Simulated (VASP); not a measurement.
# Mg8S7 (a cell with a defect) in VASP: further runs

Mg8S7 (a cell with a defect) is run at these levels: PBE; tasks: single point.

Program: VASP 6.6.1. These are calculated values, not measurements. Logs are shortened: lines on timing, memory, paths and dates and some standing lists are left out, and cuts for length are marked.

## Step 1: The cell of the first run

The cell holds a defect, 15 atoms: a = 8.057 Å, b = 8.057 Å, c = 8.057 Å, α = 60.00°, β = 60.00°, γ = 60.00°.

## Step 2: Single point, PBE

Contents of INCAR:

```
ALGO     = Normal         # electronic algorithm
EDIFF    = 1E-7           # SCF threshold, eV
ENCUT    = 520            # plane-wave cutoff, eV
GGA      = PE             # functional
ISIF     = 2              # what is computed and relaxed
ISMEAR   = 0              # smearing method
LASPH    = T              # aspherical terms in the spheres
LCHARG   = F              # write CHGCAR
LREAL    = Auto         
LWAVE    = F              # write WAVECAR
NBANDS   = 42             # bands
NELM     = 100            # most SCF steps
PREC     = Accurate       # precision mode
SIGMA    = 0.05           # smearing width, eV
```

Contents of KPOINTS:

```
k-points
0
Gamma
  4 4 4
```

Contents of POSCAR:

```
Mg8S7
1.0
    0.0000000000      5.6972139931     -5.6972139931
   -5.6972139931      0.0000000000     -5.6972139931
   -5.6972139931      5.6972139931      0.0000000000
Mg S
8 7
Direct
    0.0093109545      0.4880082622      0.0349687585
    0.4671279687      0.4939236973      0.0091072584
   -0.0067077523      0.0077759937      0.0077759937
    0.5148431327     -0.0122120215     -0.0122120215
   -0.0468688732      0.5466287564      0.5466287564
    0.5720586420      0.4656913894      0.4656913894
    0.0093109545      0.0349687585      0.4880082622
    0.4671279687      0.0091072584      0.4939236973
    0.2245659021      0.3427557754      0.3427557754
    0.8463800036      0.9126337902      0.3850803222
    0.3870177604      0.8426441425      0.3641692242
    0.8463800036      0.3850803222      0.9126337902
    0.3870177604      0.3641692242      0.8426441425
    0.8916446716      0.8717251109      0.8717251109
    0.3682908879      0.8720995922      0.8720995922
```

Potentials or basis: VASP PAW PBE potentials, release 64 (Mg, S).

Launch:

```bash
> cat potpaw_PBE.64/Mg/POTCAR potpaw_PBE.64/S/POTCAR > POTCAR
> mpirun -np 1 vasp_std > vasp.out
```

OUTCAR:

```text
EDIFF = 1E-7
   ENCUT = 520
   GGA = PE
   ISIF = 2
   ISMEAR = 0
   LASPH = T
   LREAL = Auto
   NELM = 100
   PREC = Accurate

 ion  position               nearest neighbor table
   1  0.009  0.488  0.035-  14 2.54  13 2.54  12 2.57   9 3.15   6 3.50   2 3.61   7 3.65
   2  0.467  0.494  0.009-  15 2.50  13 2.50  12 2.52   9 2.53   1 3.61
   3  0.993  0.008  0.008-  14 2.46  15 2.47  10 2.49  12 2.49
   4  0.515  0.988  0.988-  11 2.48  13 2.48  14 2.48  15 2.49
   5  0.953  0.547  0.547-   9 2.39  10 2.42  12 2.42
   6  0.572  0.466  0.466-  11 2.51  13 2.51   1 3.50   7 3.50
   7  0.009  0.035  0.488-  14 2.54  11 2.54  10 2.57   9 3.15   6 3.50   8 3.61   1 3.65
   8  0.467  0.009  0.494-  15 2.50  11 2.50  10 2.52   9 2.53   7 3.61
   9  0.225  0.343  0.343-   5 2.39   2 2.53   8 2.53   7 3.15   1 3.15
  10  0.846  0.913  0.385-   5 2.42   3 2.49   8 2.52   7 2.57
  11  0.387  0.843  0.364-   4 2.48   8 2.50   6 2.51   7 2.54
  12  0.846  0.385  0.913-   5 2.42   3 2.49   2 2.52   1 2.57
  13  0.387  0.364  0.843-   4 2.48   2 2.50   6 2.51   1 2.54
  14  0.892  0.872  0.872-   3 2.46   4 2.48   7 2.54   1 2.54
  15  0.368  0.872  0.872-   3 2.47   4 2.49   2 2.50   8 2.50

  LATTYP: Found a face centered cubic cell.
 ALAT       =    11.3944279862

  Lattice vectors:

 A1 = (   0.0000000000,   5.6972139931,  -5.6972139931)
 A2 = (  -5.6972139931,   0.0000000000,  -5.6972139931)
 A3 = (  -5.6972139931,   5.6972139931,   0.0000000000)

Analysis of symmetry for initial positions (statically):
=====================================================================
 Subroutine PRICEL returns:
 Original cell was already a primitive cell.

 Routine SETGRP: Setting up the symmetry group for a
 face centered cubic supercell.

 Subroutine GETGRP returns: Found  2 space group operations
 (whereof  2 operations were pure point group operations)
 out of a pool of 48 trial point group operations.

The static configuration has the point symmetry C_1h.

Analysis of symmetry for dynamics (positions and initial velocities):
=====================================================================
 Subroutine PRICEL returns:
 Original cell was already a primitive cell.

 Routine SETGRP: Setting up the symmetry group for a
 face centered cubic supercell.

 Subroutine GETGRP returns: Found  2 space group operations
 (whereof  2 operations were pure point group operations)
 out of a pool of 48 trial point group operations.

The dynamic configuration has the point symmetry C_1h.
[... 140 lines left out ...]
   EFERMI_NEDOS =   21; number of points for ismear=-14 and -15
   IALGO  =     38    algorithm
   IMIX   =      4    mixing-type and parameters
     AMIX     =   0.40;   BMIX     =  1.00
     AMIX_MAG =   1.60;   BMIX_MAG =  1.00
  volume/ion in A,a.u.               =      24.66       166.39
  Fermi-wavevector in a.u.,A,eV,Ry     =   0.882832  1.668311 10.604288  0.779393
  Thomas-Fermi vector in A             =   2.003517
   LORBIT       =      0    0 simple, 1 ext, 2 COOP (PROOUT), +10 PAW based schemes
   GGA     = PE    functional components
   LHFCALC =     F    Hartree Fock is set to
   AEXX    =    0.0000 exact exchange contribution
   IVDW    =     0    specifies the selected vdW correction
   LEPSILON=     F    determine dielectric tensor
   LRPA    =     F    only Hartree local field effects (RPA)
 non-spin polarized calculation
 Gauss-broadening in eV      SIGMA  =   0.05
  energy-cutoff  :      520.00
  volume of cell :      369.84
 maximum number of plane-waves:      9977
   NGX = 29   NGY = 29   NGZ = 29

 number of electron      57.9999998 magnetization

 Free energy of the ion-electron system (eV)
  ---------------------------------------------------
  ext. energy  EPLUGINS =         0.00000000
  ---------------------------------------------------
  free energy    TOTEN  =       -58.14128557 eV

  energy without entropy =      -58.14128557  energy(sigma->0) =      -58.14128557

 E-fermi :   3.0253     XC(G=0):  -8.1321

 val. band max:        2.7936340013   @ k =   0.5000   0.5000   0.0000
 cond. band min:       3.6813914285   @ k =   0.0000   0.5000   0.5000
 fundamental gap:      0.8877574273
 Fermi energy:         3.0252846627

 k-point     1 :       0.0000    0.0000    0.0000
  band No.  band energies     occupation
      1     -10.5083      2.00000
      2      -9.9958      2.00000
      3      -9.9594      2.00000
      4      -9.8767      2.00000
      5      -9.7961      2.00000
      6      -9.6595      2.00000
[... 1045 lines left out ...]
     40       7.0808      0.00000
     41       7.2916      0.00000
 [bands above 41 left out]

------------------------ aborting loop because EDIFF is reached ----------------------------------------

  FORCE on cell =-STRESS in cart. coord.  units (eV):
  Direction    XX          YY          ZZ          XY          YZ          ZX
  --------------------------------------------------------------------------------------
  -------------------------------------------------------------------------------------
  Total       -2.4891623     -5.3892454     -5.3892454     -1.1307410     -0.0717021      1.1307413
  in kB      -10.7831638    -23.3464551    -23.3464551     -4.8984211     -0.3106168      4.8984225
  external PRESSURE =     -19.1586913 kB  Pullay stress =       0.0000000 kB

 VOLUME and BASIS-vectors are now :
 -----------------------------------------------------------------------------
  energy-cutoff  :      520.00
  volume of cell :      369.84
      direct lattice vectors                 reciprocal lattice vectors
     0.000000000  5.697213993 -5.697213993     0.087762194  0.087762194 -0.087762194
    -5.697213993  0.000000000 -5.697213993    -0.087762194 -0.087762194 -0.087762194
    -5.697213993  5.697213993  0.000000000    -0.087762194  0.087762194  0.087762194

 POSITION                                       TOTAL-FORCE (eV/Angst)
 -----------------------------------------------------------------------------------
     -2.97951      0.25227     -2.83333        -0.059125     -0.035902      0.129013
     -2.86587      2.71321     -5.47532         0.088470     -0.133828     -0.007306
     -0.08860      5.70330     -5.70330         0.000408     -0.024311      0.024311
    -11.25528      8.56081     -8.56081        -0.006218     -0.008915      0.008915
     -6.22852      8.54445     -8.54445         0.043642     -0.026227      0.026227
     -5.30629      5.91228     -5.91228        -0.075934      0.254928     -0.254928
     -2.97951      2.83333     -0.25227        -0.059125     -0.129013      0.035902
     -2.86587      5.47532     -2.71321         0.088470      0.007306      0.133828
     -3.90551      3.23215     -3.23215        -0.034713      0.475247     -0.475247
     -7.39336      7.01589    -10.02148         0.008669     -0.064426      0.074671
     -6.87547      4.27967     -7.00565         0.002478     -0.107292      0.098205
     -7.39336     10.02148     -7.01589         0.008669     -0.074671      0.064426
     -6.87547      7.00565     -4.27967         0.002478     -0.098205      0.107292
     -9.93281     10.04629    -10.04629        -0.004151     -0.017144      0.017144
     -9.93708      7.06677     -7.06677        -0.004019     -0.017546      0.017546
 -----------------------------------------------------------------------------------
    total drift:                                0.003659      0.001056     -0.001056

  FREE ENERGIE OF THE ION-ELECTRON SYSTEM (eV)
  ---------------------------------------------------
  free  energy   TOTEN  =       -58.1412855709 eV

  energy  without entropy=      -58.1412855709  energy(sigma->0) =      -58.14128557
```

OSZICAR:

```text
N       E                     dE             d eps       ncg     rms          rms(c)
DAV:   1     0.269449448099E+03    0.26945E+03   -0.21443E+04  2016   0.110E+03
DAV:   2    -0.279153030429E+02   -0.29736E+03   -0.28554E+03  2674   0.173E+02
DAV:   3    -0.617622495007E+02   -0.33847E+02   -0.33662E+02  2496   0.637E+01
DAV:   4    -0.624600429059E+02   -0.69779E+00   -0.69668E+00  2552   0.111E+01
DAV:   5    -0.624736484922E+02   -0.13606E-01   -0.13602E-01  2600   0.161E+00    0.117E+01
DAV:   6    -0.584314885168E+02    0.40422E+01   -0.88706E+00  2290   0.830E+00    0.917E+00
DAV:   7    -0.581222110338E+02    0.30928E+00   -0.17296E+00  2440   0.373E+00    0.549E+00
DAV:   8    -0.581398073824E+02   -0.17596E-01   -0.12172E-01  2640   0.155E+00    0.824E-01
DAV:   9    -0.581388174166E+02    0.98997E-03   -0.20473E-02  2440   0.525E-01    0.532E-01
DAV:  10    -0.581392053821E+02   -0.38797E-03   -0.17576E-03  2512   0.143E-01    0.406E-01
DAV:  11    -0.581409348283E+02   -0.17294E-02   -0.21524E-03  2168   0.178E-01    0.975E-02
DAV:  12    -0.581412761179E+02   -0.34129E-03   -0.52620E-04  2496   0.877E-02    0.129E-01
DAV:  13    -0.581412812021E+02   -0.50842E-05   -0.97631E-05  2856   0.458E-02    0.440E-02
DAV:  14    -0.581412870720E+02   -0.58699E-05   -0.43644E-05  2400   0.255E-02    0.303E-02
DAV:  15    -0.581412857504E+02    0.13216E-05   -0.53672E-06  2552   0.807E-03    0.197E-02
DAV:  16    -0.581412858589E+02   -0.10843E-06   -0.16859E-06  2384   0.537E-03    0.122E-02
DAV:  17    -0.581412854808E+02    0.37806E-06   -0.21851E-06  2472   0.507E-03    0.446E-03
DAV:  18    -0.581412855709E+02   -0.90087E-07   -0.30641E-07  2144   0.212E-03
   1 F= -.58141286E+02 E0= -.58141286E+02  d E =-.431836E-12
```

It took 6 min on 1 thread of AMD EPYC 9R45 (Zen 5), shared host; peak memory 0.56 GiB.

What came out:

```yaml
Free_energy: -58.1413 eV
Pressure: -1.9 GPa
Largest_force: 0.673 eV/Å
Band_gap_on_the_k_mesh: 0.89 eV
```

Forces on the atoms (eV/Å):
```
Mg  -0.059 -0.036  0.129
Mg   0.088 -0.134 -0.007
Mg   0.000 -0.024  0.024
Mg  -0.006 -0.009  0.009
Mg   0.044 -0.026  0.026
Mg  -0.076  0.255 -0.255
Mg  -0.059 -0.129  0.036
Mg   0.088  0.007  0.134
S   -0.035  0.475 -0.475
S    0.009 -0.064  0.075
S    0.002 -0.107  0.098
S    0.009 -0.075  0.064
S    0.002 -0.098  0.107
S   -0.004 -0.017  0.017
S   -0.004 -0.018  0.018
```

## Step 3: Single point, PBE

Contents of INCAR:

```
SYSTEM = Mg8S7
PREC = Accurate
ENCUT = 520
EDIFF = 1E-6
ISMEAR = 0
SIGMA = 0.05
LREAL = Auto
LASPH = .TRUE.
NELM = 80
ALGO = Normal
ISIF = 2
LWAVE = .FALSE.
LCHARG = .FALSE.
GGA = PE
NBANDS = 42
```

Contents of KPOINTS:

```
regular mesh
0
G
  4 4 4
  0 0 0
```

Contents of POSCAR:

```
Mg8S7
1.0
    0.0000000000      5.6972139931     -5.6972139931
   -5.6972139931      0.0000000000     -5.6972139931
   -5.6972139931      5.6972139931      0.0000000000
Mg S
8 7
Direct
    0.0298412523      0.4939236973      0.0091070829
    0.4677118506      0.4880082622      0.0349689340
   -0.0088442351      0.0077759937      0.0077759937
    0.5095809993     -0.0122121093     -0.0122121093
   -0.0463889895      0.5466287564      0.5466287564
    0.4965585817      0.4656913894      0.4656913894
    0.0298412523      0.0091070829      0.4939236973
    0.4677118506      0.0349689340      0.4880082622
    0.0899227237      0.3427557754      0.3427557754
    0.8559058877      0.9126337902      0.3850803222
    0.4061690508      0.8426441425      0.3641692242
    0.8559058877      0.3850803222      0.9126337902
    0.4061690508      0.3641692242      0.8426441425
    0.8875100191      0.8720995044      0.8720995044
    0.3649051102      0.8717251109      0.8717251109
```

Potentials or basis: VASP PAW PBE potentials, release 64 (Mg, S).

Launch:

```bash
> cat potpaw_PBE.64/Mg/POTCAR potpaw_PBE.64/S/POTCAR > POTCAR
> mpirun -np 1 vasp_std > vasp.out
```

Run time: 5.4 min. Hardware: 1 thread of AMD EPYC 9R45 (Zen 5), shared host; peak memory 0.56 GiB.

Results (log left out):

- Free energy: -58.1413 eV
- Pressure: -1.9 GPa
- Largest force: 0.673 eV/Å
- Band gap on the k mesh: 0.89 eV

Forces on the atoms (eV/Å):
```
Mg   0.088 -0.007 -0.134
Mg  -0.059  0.129 -0.036
Mg   0.000  0.024 -0.024
Mg  -0.006  0.009 -0.009
Mg   0.044  0.026 -0.026
Mg  -0.076 -0.255  0.255
Mg   0.088  0.134  0.007
Mg  -0.059  0.036 -0.129
S   -0.035 -0.475  0.475
S    0.009  0.075 -0.064
S    0.002  0.098 -0.107
S    0.009  0.064 -0.075
S    0.002  0.107 -0.098
S   -0.004  0.018 -0.018
S   -0.004  0.017 -0.017
```

Stress tensor (GPa, compression positive):
```
-1.08  0.49 -0.49
 0.49 -2.34 -0.03
-0.49 -0.03 -2.34
```

Levels at points of the mesh, in eV from the valence-band top:
| k point | band 26 | band 27 | band 28 | band 29 | band 30 | band 31 | band 32 | band 33 |
| --- | --- | --- | --- | --- | --- | --- | --- | --- |
| (0.00, 0.00, 0.00) | -2.22 | -2.18 | -2.16 | -1.15 | 1.41 | 1.70 | 2.04 | 2.24 |
| (0.50, 0.00, 0.00) | -2.47 | -2.38 | -2.25 | -0.20 | 1.16 | 1.63 | 2.40 | 2.64 |
| (0.00, 0.50, 0.00) | -2.33 | -2.29 | -2.23 | -0.38 | 1.14 | 2.02 | 2.21 | 2.38 |
| (0.50, 0.50, 0.50) | -2.51 | -2.30 | -2.24 | -0.34 | 1.02 | 1.92 | 2.38 | 2.50 |
| (0.50, 0.50, 0.00) | -2.52 | -2.44 | -2.23 | 0.00 | 1.17 | 1.67 | 2.00 | 2.85 |
| (0.00, 0.50, 0.50) | -2.55 | -2.47 | -2.26 | -0.22 | 0.89 | 2.06 | 2.32 | 2.33 |

## Step 4: Single point, PBE

Contents of INCAR:

```
  PREC = Accurate
  ENCUT = 520
  EDIFF = 1E-7
  ISMEAR = 0
  SIGMA = 0.05
  LREAL = Auto
  LASPH = T
  NELM = 60
  ALGO = Normal
  ISIF = 2
  LWAVE = F
  LCHARG = F
  GGA = PE
  NBANDS = 42
```

Contents of KPOINTS:

```
regular mesh
0
Gamma
  4 4 4
```

Contents of POSCAR:

```
Mg8S7
1.0
    0.0000000000      5.6972139931     -5.6972139931
   -5.6972139931      0.0000000000     -5.6972139931
   -5.6972139931      5.6972139931      0.0000000000
Mg S
8 7
Direct
    0.0291039621      0.4972476904     -0.0006356616
    0.4764104005      0.4894193905      0.0319517575
   -0.0090058931      0.0069039885      0.0069039885
    0.5078422547     -0.0104710829     -0.0104710829
   -0.0382134145      0.5377307231      0.5377307231
    0.4969955497      0.4689420133      0.4689420133
    0.0291039621     -0.0006356616      0.4972476904
    0.4764104005      0.0319517575      0.4894193905
    0.0001427891      0.3558477007      0.3558477007
    0.8605330616      0.9057040873      0.3838383116
    0.4048312917      0.8479438381      0.3654692456
    0.8605330616      0.3838383116      0.9057040873
    0.4048312917      0.3654692456      0.8479438381
    0.8851062126      0.8726081741      0.8726081741
    0.3653749890      0.8724998756      0.8724998756
```

Launch:

```bash
> cat potpaw_PBE.64/Mg/POTCAR potpaw_PBE.64/S/POTCAR > POTCAR
> mpirun -np 1 vasp_std > vasp.out
```

Wall time 6.7 min (1 thread of AMD EPYC 9R45 (Zen 5), shared host); peak memory 0.56 GiB.

The run converged. Its results:

```
Free energy            : -58.5897 eV
Pressure               : -1.7 GPa
Largest force          : 0.708 eV/Å
Band gap on the k mesh : 1.07 eV
```

Forces in eV/Å, atoms in the order of the input:
```
Mg   0.037 -0.035 -0.049
Mg   0.017  0.062 -0.100
Mg   0.012  0.023 -0.023
Mg  -0.029  0.024 -0.024
Mg   0.109  0.011 -0.011
Mg  -0.053  0.051 -0.051
Mg   0.037  0.049  0.035
Mg   0.017  0.100 -0.062
S   -0.165 -0.487  0.487
S    0.062  0.053 -0.013
S   -0.044  0.025 -0.057
S    0.062  0.013 -0.053
S   -0.044  0.057 -0.025
S   -0.006  0.017 -0.017
S   -0.012  0.035 -0.035
```

Stress tensor (GPa, compression positive):
```
-1.51  0.31 -0.31
 0.31 -1.86  0.07
-0.31  0.07 -1.86
```

Levels at points of the mesh, in eV from the valence-band top:
| k point | band 27 | band 28 | band 29 | band 30 | band 31 | band 32 |
| --- | --- | --- | --- | --- | --- | --- |
| (0.00, 0.00, 0.00) | -1.87 | -1.74 | -1.17 | 1.86 | 2.02 | 2.27 |
| (0.50, 0.00, 0.00) | -2.10 | -2.00 | -0.30 | 1.46 | 2.32 | 2.66 |
| (0.00, 0.50, 0.00) | -1.98 | -1.80 | -0.35 | 1.30 | 2.39 | 2.49 |
| (0.50, 0.50, 0.50) | -1.93 | -1.68 | -0.33 | 1.31 | 2.33 | 2.59 |
| (0.50, 0.50, 0.00) | -2.15 | -1.80 | -0.01 | 1.31 | 2.23 | 2.34 |
| (0.00, 0.50, 0.50) | -2.18 | -2.00 | -0.08 | 1.07 | 2.43 | 2.45 |

## Step 5: Single point, PBE

Contents of INCAR:

```
ALGO = Normal ; EDIFF = 1E-6
ENCUT = 520 ; GGA = PE
ISIF = 2 ; ISMEAR = 0
LASPH = True ; LCHARG = True
LELF = True ; LREAL = Auto
LVHAR = True ; LWAVE = False
NBANDS = 42 ; NELM = 60
PREC = Accurate ; SIGMA = 0.05
```

Contents of KPOINTS:

```
k-points
0
Gamma
  4 4 4
```

Contents of POSCAR:

```
Mg8S7
1.0
    0.0000000000      5.6972139931     -5.6972139931
   -5.6972139931      0.0000000000     -5.6972139931
   -5.6972139931      5.6972139931      0.0000000000
Mg S
8 7
Direct
    0.0212854915      0.4980987204     -0.0026925441
    0.4830323213      0.4907320496      0.0277038040
   -0.0076196892      0.0053871945      0.0053871945
    0.5052688039     -0.0079592411     -0.0079592411
   -0.0204775527      0.5220314708      0.5220314708
    0.5149210656      0.4731269535      0.4731269535
    0.0212854915     -0.0026925441      0.4980987204
    0.4830323213      0.0277038040      0.4907320496
   -0.0834563175      0.3706925003      0.3706925003
    0.8649657545      0.8944190979      0.3817185036
    0.3954411758      0.8576144421      0.3678650657
    0.8649657545      0.3817185036      0.8944190979
    0.3954411758      0.3678650657      0.8576144421
    0.8821388851      0.8732039916      0.8732039916
    0.3672752160      0.8730580431      0.8730580431
```

Launch:

```bash
> cat potpaw_PBE.64/Mg/POTCAR potpaw_PBE.64/S/POTCAR > POTCAR
> mpirun -np 1 vasp_std > vasp.out
```

It took 7.2 min on 1 thread of AMD EPYC 9R45 (Zen 5), shared host; peak memory 0.56 GiB.

It converged, with:

```yaml
Free_energy: -59.1477 eV
Pressure: -1.8 GPa
Largest_force: 0.572 eV/Å
Band_gap_on_the_k_mesh: 1.19 eV
```

Forces in eV/Å, atoms in the order of the input:
```
Mg   0.005 -0.033  0.017
Mg   0.023  0.035 -0.078
Mg   0.019  0.026 -0.026
Mg  -0.036  0.023 -0.023
Mg   0.179  0.027 -0.027
Mg  -0.056  0.160 -0.160
Mg   0.005 -0.017  0.033
Mg   0.023  0.078 -0.035
S   -0.170 -0.386  0.386
S    0.085  0.041  0.015
S   -0.073 -0.019 -0.029
S    0.085 -0.015 -0.041
S   -0.073  0.029  0.019
S   -0.008  0.011 -0.011
S   -0.008  0.040 -0.040
```

Stress tensor (GPa, compression positive):
```
-1.85  0.11 -0.11
 0.11 -1.84  0.04
-0.11  0.04 -1.84
```

Levels at points of the mesh, in eV from the valence-band top:
```csv
k point,band 26,band 27,band 28,band 29,band 30,band 31,band 32,band 33
"(0.00, 0.00, 0.00)",-1.89,-1.86,-1.83,-1.40,2.00,2.04,2.06,2.46
"(0.50, 0.00, 0.00)",-2.08,-2.05,-2.03,-0.37,1.38,2.53,2.62,3.27
"(0.00, 0.50, 0.00)",-2.08,-1.97,-1.95,-0.35,1.37,2.51,2.55,3.31
"(0.50, 0.50, 0.50)",-2.18,-1.92,-1.89,-0.34,1.34,2.53,2.54,3.22
"(0.50, 0.50, 0.00)",-2.23,-2.17,-2.03,-0.01,1.21,2.42,2.47,3.54
"(0.00, 0.50, 0.50)",-2.24,-2.16,-2.07,-0.02,1.19,2.42,2.48,3.56
```

## Step 6: The runs side by side

```csv
cell,gap on the mesh (eV),pressure (GPa),largest force (eV/Å)
"as given, atomic positions A",0.89,-1.9,0.67
"as given, atomic positions B",0.89,-1.9,0.67
"as given, atomic positions C",1.07,-1.7,0.71
"as given, atomic positions D",1.19,-1.8,0.57
```

Alike in all rows: task single point; level PBE; potentials or basis VASP PAW PBE potentials, release 64 (Mg, S); no spin polarisation; k mesh 4 × 4 × 4; cutoff (eV) 520; smearing gaussian 0.05 eV.

Total energies depend on the potentials used, so only differences within one code and one set of settings carry meaning.
